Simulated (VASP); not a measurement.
Wanted: the native input for a VASP 6.6.1 run.

```yaml
Task: relaxation of the atoms
Functional: SVWN5
Potentials_or_basis: VASP PAW PBE potentials, release 64 (Bi_d, Te)
Cutoff: 520 eV
k_mesh: 6 × 6 × 6
Occupations: fermi-dirac, width 0.1 eV
Spin: no spin polarisation
Dipole_correction: no
Further_INCAR_settings: ALGO = Normal; EDIFF = 1e-07; IBRION = 2; EDIFFG = -0.01; NSW = 60
```

The structure of BiTe lies in POSCAR:

```
BiTe
1.0
    0.0000000000      3.2350000000      3.2350000000
    3.2350000000      0.0000000000      3.2350000000
    3.2350000000      3.2350000000      0.0000000000
Bi Te
1 1
Direct
    0.0055740000     -0.0087210000     -0.0015650000
    0.4955710000      0.4814140000      0.5128690000
```

This cell differs from its parent crystal: atoms moved at random.

These files were run (other wordings do the same):

INCAR

```
SYSTEM = BiTe
PREC     = Accurate       ! precision mode
ENCUT    = 520            ! plane-wave cutoff, eV
EDIFF    = 1E-7           ! SCF threshold, eV
ISMEAR   = -1             ! smearing method
SIGMA    = 0.1            ! smearing width, eV
LREAL    = .FALSE.        ! projectors in reciprocal space
LASPH    = .TRUE.         ! aspherical terms in the spheres
NELM     = 80             ! most SCF steps
ALGO     = Normal         ! electronic algorithm
ISIF     = 2              ! what is computed and relaxed
LWAVE    = .FALSE.        ! write WAVECAR
LCHARG   = .FALSE.        ! write CHGCAR
GGA      = VW             ! functional
IBRION   = 2              ! ionic algorithm
NSW      = 60             ! ionic steps
EDIFFG   = -0.01          ! ionic threshold
```

KPOINTS

```
regular mesh
0
G
  6 6 6
  0 0 0
```

Potentials or basis: VASP PAW PBE potentials, release 64 (Bi_d, Te).

Command:

```bash
$ cat potpaw_PBE.64/Bi_d/POTCAR potpaw_PBE.64/Te/POTCAR > POTCAR
$ mpirun -np 1 vasp_std > vasp.out
```

It gave:

The energy gained by relaxing is 3.0 meV/atom, the ionic steps are 3 and the pressure after relaxing is -2.7 GPa. The band gap on the k mesh is zero (an odd number of electrons rules out a gap without spin polarisation).

Caveat: the cell differs from its parent crystal (atoms moved at random); the PAW data sets were made with another functional, which shifts forces and pressure a little; spin-orbit coupling is left out, which moves the levels of the heavy elements; an odd number of electrons without spin polarisation forces a metal; a magnetic or distorted state may lie lower.

Run time: 3.6 min on 1 thread of Oxide Virtual Turin-like Processor, on a shared host, peak memory 0.23 GiB.
